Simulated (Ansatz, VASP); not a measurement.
InSb3 in VASP and in Ansatz

```
In Sb
1.0
     0.00000    3.76076    3.76076
     3.76076    0.00000    3.76076
     3.76076    3.76076    0.00000
In Sb
1 3
Direct
  0.00000 0.00000 0.00000
  0.25000 0.25000 0.25000
  0.75000 0.75000 0.75000
  0.50000 0.50000 0.50000
```

Alike in both runs: task single point; functional PBEsol; k mesh 10 × 10 × 10; occupations gaussian, width 0.1 eV; no spin polarisation.

|  | VASP | Ansatz |
| --- | --- | --- |
| version | VASP 6.6.1 | Ansatz 0.2.0 |
| potentials or method | VASP PAW PBE potentials, release 64 (In_d, Sb), cutoff 520 eV | scalar-relativistic, plane waves, PAW |
| valence electrons in the cell | 28 | 58 |

```csv
,VASP,Ansatz,Ansatz less VASP
gap on the k mesh at the Fermi level (eV),none,none,-
pressure (GPa),-1.7,-1.7,0.00
```

VASP's potentials were made for PBE, not for PBEsol. A gap of «none» marks a metal or a gap that the smearing closes. With one functional, cell and mesh, what is left measures potentials, basis and numerics. VASP's potentials hold 28 valence electrons a cell and Ansatz's 58, so a difference there can come from the potentials and not from the codes.

Spin-orbit coupling is off throughout.
